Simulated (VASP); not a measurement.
# TiO2 (I4_1/amd) in VASP: settings compared

The runs below take TiO2 through single point, with revPBE, PBEsol, PBE.

Everything below comes from runs of VASP 6.6.1. Logs are shortened: lines on timing, memory, paths and dates and some standing lists are left out, and cuts for length are marked.

## Step 1: The cell of the first run

It takes space group I4_1/amd (No. 141, tetragonal). The conventional cell has a = 3.784 Å, b = 3.784 Å, c = 9.515 Å, α = 90.00°, β = 90.00°, γ = 90.00°. Ti (site symmetry -4m2) has 6 O at 1.93 to 1.98 Å within 2.6 Å. Within 2.6 Å of O (site symmetry 2mm) lie 3 Ti at 1.93 to 1.98 Å and 2 O at 2.47 Å.

## Step 2: Single point, revPBE

INCAR reads:

```
SYSTEM = TiO2
PREC = Accurate ; ENCUT = 600
EDIFF = 1E-6 ; ISMEAR = 0
SIGMA = 0.01 ; LREAL = .False.
LASPH = .True. ; NELM = 120
ALGO = Normal ; ISIF = 2
LWAVE = .False. ; LCHARG = .False.
GGA = RE ; NBANDS = 33
GGA_COMPAT = .False.
```

KPOINTS reads:

```
Automatic mesh
0
Gamma
  8 8 8
  0 0 0
```

POSCAR reads:

```
TiO2
1.0
   -1.8921000000      1.8921000000      4.7573000000
    1.8921000000     -1.8921000000      4.7573000000
    1.8921000000      1.8921000000     -4.7573000000
Ti O
2 4
Direct
    0.0000000000      1.0000000000      0.0000000000
    0.7500000000      0.2500000000      0.5000000000
    0.2081000000      0.2081000000      0.0000000000
    0.7919000000      0.7919000000      0.0000000000
   -0.0419000000      0.4581000000      0.5000000000
    0.5419000000      1.0419000000      0.5000000000
```

Potentials or basis: VASP PAW PBE potentials, release 64 (Ti_sv, O).

Command:

```console
$ cat potpaw_PBE.64/Ti_sv/POTCAR potpaw_PBE.64/O/POTCAR > POTCAR
$ mpirun -np 1 vasp_std > vasp.out
```

OUTCAR:

```text
SYSTEM = TiO2
   PREC = Accurate
   ENCUT = 600
   EDIFF = 1E-6
   ISMEAR = 0
   LREAL = .False.
   LASPH = .True.
   NELM = 120
   ISIF = 2
   GGA = RE

 ion  position               nearest neighbor table
   1  0.000  0.000  0.000-   6 1.93   5 1.93   6 1.93   5 1.93   4 1.98   3 1.98
   2  0.750  0.250  0.500-   4 1.93   3 1.93   4 1.93   3 1.93   5 1.98   6 1.98
   3  0.208  0.208  0.000-   2 1.93   2 1.93   1 1.98
   4  0.792  0.792  0.000-   2 1.93   2 1.93   1 1.98
   5  0.958  0.458  0.500-   1 1.93   1 1.93   2 1.98
   6  0.542  0.042  0.500-   1 1.93   1 1.93   2 1.98

  LATTYP: Found a body centered tetragonal cell.
 ALAT       =     3.7842000000
 C/A-ratio  =     2.5142962846

  Lattice vectors:

 A1 = (  -1.8921000000,   1.8921000000,   4.7573000000)
 A2 = (   1.8921000000,  -1.8921000000,   4.7573000000)
 A3 = (   1.8921000000,   1.8921000000,  -4.7573000000)

Analysis of symmetry for initial positions (statically):
=====================================================================
 Subroutine PRICEL returns:
 Original cell was already a primitive cell.

 Routine SETGRP: Setting up the symmetry group for a
 body centered tetragonal supercell.

 Subroutine GETGRP returns: Found 16 space group operations
 (whereof  8 operations were pure point group operations)
 out of a pool of 16 trial point group operations.

The static configuration has the point symmetry D_2d.
 The point group associated with its full space group is D_4h.

Analysis of symmetry for dynamics (positions and initial velocities):
=====================================================================
 Subroutine PRICEL returns:
 Original cell was already a primitive cell.

 Routine SETGRP: Setting up the symmetry group for a
 body centered tetragonal supercell.

 Subroutine GETGRP returns: Found 16 space group operations
 (whereof  8 operations were pure point group operations)
 out of a pool of 16 trial point group operations.

The dynamic configuration has the point symmetry D_2d.
 The point group associated with its full space group is D_4h.

 Subroutine INISYM returns: Found 16 space group operations
 (whereof  8 operations are pure point group operations),
 and found     1 'primitive' translations

----------------------------------------------------------------------------------------

                                     Primitive cell

  volume of cell :      68.1253

  direct lattice vectors                    reciprocal lattice vectors
[... 95 lines left out ...]
   EDIFF  = 0.1E-05   stopping-criterion for ELM
   LREAL  =      F    real-space projection
   EDIFFG = 0.1E-04   stopping-criterion for IOM
   NSW    =      0    number of steps for IOM
   IBRION =     -1    ionic relax: 0-MD 1-quasi-New 2-CG
   NFREE  =      0    steps in history (QN), initial steepest desc. (CG)
   ISIF   =      2    stress and relaxation
   ISYM   =      2    0-nonsym 1-usesym 2-fastsym
   POTIM  = 0.5000    time-step for ionic-motion
   TEBEG  =    0.0;   TEEND  =   0.0 temperature during run
   PSTRESS=    0.0 pullay stress
   NELECT =      48.0000    total number of electrons
   NUPDOWN=      -1.0000    fix difference up-down
   EMIN   =  10.00;   EMAX   =-10.00  energy-range for DOS
   EFERMI =   0.00;   METHOD = LEGACY
   ISMEAR =     0;   SIGMA  =   0.01  broadening in eV -4-tet -1-fermi 0-gaus
   EFERMI_NEDOS =   21; number of points for ismear=-14 and -15
   IALGO  =     38    algorithm
   IMIX   =      4    mixing-type and parameters
     AMIX     =   0.40;   BMIX     =  1.00
     AMIX_MAG =   1.60;   BMIX_MAG =  1.00
  volume/ion in A,a.u.               =      11.35        76.62
  Fermi-wavevector in a.u.,A,eV,Ry     =   1.456752  2.752862 28.873289  2.122127
  Thomas-Fermi vector in A             =   2.573634
   LORBIT       =      0    0 simple, 1 ext, 2 COOP (PROOUT), +10 PAW based schemes
   GGA     = RE    functional components
   LHFCALC =     F    Hartree Fock is set to
   AEXX    =    0.0000 exact exchange contribution
   IVDW    =     0    specifies the selected vdW correction
   LEPSILON=     F    determine dielectric tensor
   LRPA    =     F    only Hartree local field effects (RPA)
 non-spin polarized calculation
 Gauss-broadening in eV      SIGMA  =   0.01
  energy-cutoff  :      600.00
  volume of cell :       68.13
 maximum number of plane-waves:      2299
 NGX is ok and might be reduce to    48
   NGX = 21   NGY = 21   NGZ = 21

 number of electron      47.9999997 magnetization

 Free energy of the ion-electron system (eV)
  ---------------------------------------------------
  ext. energy  EPLUGINS =         0.00000000
  ---------------------------------------------------
  free energy    TOTEN  =       -51.71183385 eV

  energy without entropy =      -51.71183385  energy(sigma->0) =      -51.71183385

 E-fermi :   3.5399     XC(G=0): -10.5038

 val. band max:        3.4758068301   @ k =  -0.3750   0.3750   0.0000
 cond. band min:       5.6504888628   @ k =   0.0000   0.0000   0.0000
 fundamental gap:      2.1746820327
 Fermi energy:         3.5399084410

 k-point     1 :       0.0000    0.0000    0.0000
  band No.  band energies     occupation
      1     -52.9866      2.00000
      2     -52.9266      2.00000
      3     -29.3974      2.00000
      4     -29.1594      2.00000
      5     -29.1594      2.00000
      6     -29.0880      2.00000
[... 853 lines left out ...]
     32      10.1884      0.00000
     33      10.7431      0.00000

 [... further k-points ...]
[... 5 lines left out ...]
  --------------------------------------------------------------------------------------
  -------------------------------------------------------------------------------------
  Total        3.6172187      3.6172187      4.2240269      0.0000000      0.0000000      0.0000000
  in kB       85.0700416     85.0700416     99.3410070      0.0000000      0.0000000      0.0000000
  external PRESSURE =      89.8270301 kB  Pullay stress =       0.0000000 kB

 VOLUME and BASIS-vectors are now :
 -----------------------------------------------------------------------------
  energy-cutoff  :      600.00
  volume of cell :       68.13
      direct lattice vectors                 reciprocal lattice vectors
    -1.892100000  1.892100000  4.757300000     0.000000000  0.264256646  0.105101633
     1.892100000 -1.892100000  4.757300000     0.264256646  0.000000000  0.105101633
     1.892100000  1.892100000 -4.757300000     0.264256646  0.264256646  0.000000000

 POSITION                                       TOTAL-FORCE (eV/Angst)
 -----------------------------------------------------------------------------------
      0.00000      0.00000      0.00000         0.000000      0.000000     -0.000000
      0.00000      1.89210      2.37865         0.000000      0.000000     -0.000000
      0.00000      0.00000      1.97999         0.000000      0.000000      0.170977
      0.00000      0.00000      7.53461        -0.000000     -0.000000     -0.170977
      0.00000      1.89210      4.35864        -0.000000     -0.000000      0.170977
      0.00000      1.89210      0.39866        -0.000000     -0.000000     -0.170977
 -----------------------------------------------------------------------------------
    total drift:                                0.000000     -0.000000     -0.000000

  FREE ENERGIE OF THE ION-ELECTRON SYSTEM (eV)
  ---------------------------------------------------
  free  energy   TOTEN  =       -51.7118338450 eV

  energy  without entropy=      -51.7118338450  energy(sigma->0) =      -51.71183385
```

OSZICAR:

```text
N       E                     dE             d eps       ncg     rms          rms(c)
DAV:   1     0.700222429561E+03    0.70022E+03   -0.26484E+04  3894   0.187E+03
DAV:   2     0.415716238522E+02   -0.65865E+03   -0.61028E+03  4222   0.533E+02
DAV:   3    -0.632544323419E+02   -0.10483E+03   -0.10251E+03  5263   0.200E+02
DAV:   4    -0.686307319780E+02   -0.53763E+01   -0.53651E+01  6069   0.440E+01
DAV:   5    -0.688127594496E+02   -0.18203E+00   -0.18200E+00  4930   0.651E+00    0.321E+01
DAV:   6    -0.517010380826E+02    0.17112E+02   -0.76658E+01  5456   0.889E+01    0.107E+01
DAV:   7    -0.518665896671E+02   -0.16555E+00   -0.14352E+01  5157   0.321E+01    0.938E+00
DAV:   8    -0.517370434304E+02    0.12955E+00   -0.52499E-01  5153   0.619E+00    0.661E+00
DAV:   9    -0.517709660381E+02   -0.33923E-01   -0.84040E-01  5367   0.104E+01    0.238E+00
DAV:  10    -0.517207457597E+02    0.50220E-01   -0.35015E-01  5406   0.607E+00    0.857E-01
DAV:  11    -0.517123383033E+02    0.84075E-02   -0.36068E-02  5286   0.134E+00    0.427E-01
DAV:  12    -0.517121153334E+02    0.22297E-03   -0.53274E-03  4757   0.866E-01    0.152E-01
DAV:  13    -0.517118398467E+02    0.27549E-03   -0.15346E-03  5302   0.417E-01    0.390E-02
DAV:  14    -0.517118292423E+02    0.10604E-04   -0.17218E-04  4918   0.998E-02    0.104E-02
DAV:  15    -0.517118339503E+02   -0.47079E-05   -0.16276E-05  4749   0.295E-02    0.909E-03
DAV:  16    -0.517118338450E+02    0.10526E-06   -0.43365E-06  4038   0.119E-02
   1 F= -.51711834E+02 E0= -.51711834E+02  d E =-.666315E-22
```

stdout:

```text
POSCAR found type information on POSCAR TiO
 POSCAR found :  2 types and       6 ions
 scaLAPACK will be used
 -----------------------------------------------------------------------------
|                                                                             |
|                                                                             |
|     You enforced a specific xc type in the INCAR file but a different       |
|     I HOPE YOU KNOW WHAT YOU ARE DOING!                                     |
|                                                                             |
 -----------------------------------------------------------------------------

 LDA part: xc-table for (Slater+PW92), standard interpolation
 POSCAR, INCAR and KPOINTS ok, starting setup
 FFT: planning ... GRIDC
 FFT: planning ... GRID_SOFT
 FFT: planning ... GRID
 WAVECAR not read
 entering main loop
```

It took 5.2 min on 1 thread of Intel Xeon Platinum 8259CL at 2.50GHz (Skylake/Cascade Lake), shared host; peak memory 0.39 GiB.

Results:

- Free energy: -51.7118 eV
- Pressure: 9.0 GPa
- Largest force: 0.171 eV/Å
- Band gap on the k mesh: 2.17 eV (least direct gap 2.47 eV)

Forces on the atoms (eV/Å):
```
Ti   0.000  0.000  0.000
Ti   0.000  0.000  0.000
O    0.000  0.000  0.171
O    0.000  0.000 -0.171
O    0.000  0.000  0.171
O    0.000  0.000 -0.171
```

Stress tensor (GPa, compression positive):
```
8.51 0.00 0.00
0.00 8.51 0.00
0.00 0.00 9.93
```

Levels at points of the mesh, in eV from the valence-band top:
```csv
k point,band 21,band 22,band 23,band 24,band 25,band 26,band 27,band 28
"(0.00, 0.00, 0.00)",-0.71,-0.71,-0.43,-0.43,2.17,2.90,4.05,4.05
"(0.50, 0.00, 0.00)",-1.91,-0.90,-0.79,-0.60,3.29,3.61,3.61,3.71
"(0.50, 0.50, 0.00)",-2.00,-2.00,0.00,0.00,3.40,3.40,3.87,3.87
"(0.50, 0.50, 0.50)",-1.22,-1.22,-0.08,-0.08,2.53,2.53,3.82,3.82
```

Caveat: the cell stands under pressure; the PAW data sets were made with another functional, which shifts forces and pressure a little. A k mesh can miss the band edges.

(Part 1 of 2 ends here.)
